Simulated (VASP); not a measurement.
GaN, 2 atoms in the cell. The structure is cubic, space group F-43m (No. 216). The conventional cell has a = 4.595 Å, b = 4.595 Å, c = 4.595 Å, α = 90.00°, β = 90.00°, γ = 90.00°. Ga (site symmetry -43m) has 4 N at 1.99 Å within 2.6 Å. Within 2.6 Å of N (site symmetry -43m) lie 4 Ga at 1.99 Å. 

```yaml
Program: VASP 6.6.1
Task: single point
Functional: B3LYP5
Potentials_or_basis: VASP PAW PBE potentials, release 64 (Ga_d, N)
Cutoff: 520 eV
k_mesh: 5 × 5 × 5
Occupations: fermi-dirac, width 0.05 eV
Spin: no spin polarisation
Dipole_correction: no
Grid_for_exact_exchange_PRECFOCK: Normal
Further_INCAR_settings: ALGO = Normal; EDIFF = 1e-06; NBANDS = 16
```

Potentials or basis: VASP PAW PBE potentials, release 64 (Ga_d, N).

Run with:

```console
$ cat potpaw_PBE.64/Ga_d/POTCAR potpaw_PBE.64/N/POTCAR > POTCAR
$ cp INCAR.step1 INCAR
$ mpirun -np 1 vasp_std > vasp.out
$ cp INCAR.step2 INCAR
$ mpirun -np 1 vasp_std > vasp.out
```

Hardware: 1 thread of Intel(R) Xeon(R) Platinum 8375C CPU @ 2.90GHz (Ice Lake), on a shared host.

**Question.** How long does it take, and how much memory?

**Answer.** It took 8.1 min on 1 thread of Intel(R) Xeon(R) Platinum 8375C CPU @ 2.90GHz (Ice Lake), on a shared host, peak memory 0.15 GiB. Counts: k points 10.
